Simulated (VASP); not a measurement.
Crystal: B.

```xyz
4
Lattice="2.5550 0.0000 0.0000 -1.2775 2.2127 0.0000 0.0000 0.0000 6.8985" Properties=species:S:1:pos:R:3 pbc="T T T"
B     0.0000    0.0000    1.7246
B     0.0000    0.0000    5.1739
B     0.0000    1.4751    1.7246
B     1.2775    0.7376    5.1739
```

* Program: VASP 6.6.1
* Task: relaxation of cell and atoms
* Functional: PBE
* Potentials or basis: VASP PAW PBE potentials, release 64 (B)
* Cutoff: 600 eV
* k mesh: 15 × 15 × 5
* Occupations: fermi-dirac, width 0.05 eV
* Spin: no spin polarisation

At the start: pressure 70.0 GPa; volume 9.75 Å³/atom.

Q: Where does the relaxation end?

A: Over 23 steps the energy falls by 1155.9 meV/atom and the volume is 7.85 Å³/atom (-19.5 %); space group P6_3/mmc (No. 194, to 0.05 Å).

Step by step:
| step | energy change (eV) | largest force (eV/Å) | pressure (GPa) | volume (Å³) |
| --- | --- | --- | --- | --- |
| 1 | 0.0000 | 0.0000 | 69.95 | 39.00 |
| 2 | -1.2596 | 0.0000 | -23.58 | 66.74 |
| 3 | -3.2088 | 0.0000 | -3.19 | 52.00 |
| 4 | -3.2149 | 0.0000 | -1.79 | 51.49 |
| 5 | -3.2155 | 0.0000 | -1.02 | 51.23 |
| 6 | -3.2298 | 0.0000 | -1.11 | 50.64 |
| 7 | -3.2845 | 0.0000 | -1.29 | 48.86 |
| 8 | -3.4625 | 0.0000 | -1.62 | 45.28 |
| 9 | -4.0556 | 0.0000 | -2.35 | 38.06 |
| 10 | -1.8280 | 0.0000 | 68.50 | 23.31 |
| 11 | -4.2975 | 0.0000 | -1.38 | 35.67 |
| 12 | -4.5717 | 0.0000 | 9.88 | 29.53 |
| 13 | -4.5846 | 0.0000 | 4.16 | 31.59 |
| 14 | -4.6011 | 0.0000 | 6.19 | 30.74 |
| 15 | -4.6128 | 0.0000 | 4.67 | 30.60 |
| 16 | -4.6134 | 0.0000 | 4.05 | 30.53 |
| 17 | -4.6135 | 0.0000 | 4.22 | 30.55 |
| 18 | -4.6186 | 0.0000 | 2.96 | 30.80 |
| 19 | -4.6233 | 0.0000 | -0.47 | 31.53 |
| 20 | -4.6234 | 0.0000 | 0.07 | 31.41 |
| 21 | -4.6234 | 0.0000 | 0.15 | 31.40 |
| 22 | -4.6235 | 0.0000 | 0.11 | 31.39 |
| 23 | -4.6235 | 0.0000 | 0.05 | 31.39 |

Final structure:
```yaml
crystal:
  lattice:
    - [2.99391, 0.00000, 0.00000]
    - [-1.49695, 2.59280, 0.00000]
    - [0.00000, 0.00000, 4.04373]
  atoms:
    - { symbol: B, position: [0.00000, 0.00000, 0.25000] }
    - { symbol: B, position: [0.00000, 0.00000, 0.75000] }
    - { symbol: B, position: [0.33333, 0.66667, 0.25000] }
    - { symbol: B, position: [0.66667, 0.33333, 0.75000] }
```

Caveat: the volume moved by over 15 % at a fixed basis, so the end points are rough; this functional lacks dispersion, which binds the layers, so the pressure and a relaxed spacing across them are unreliable.
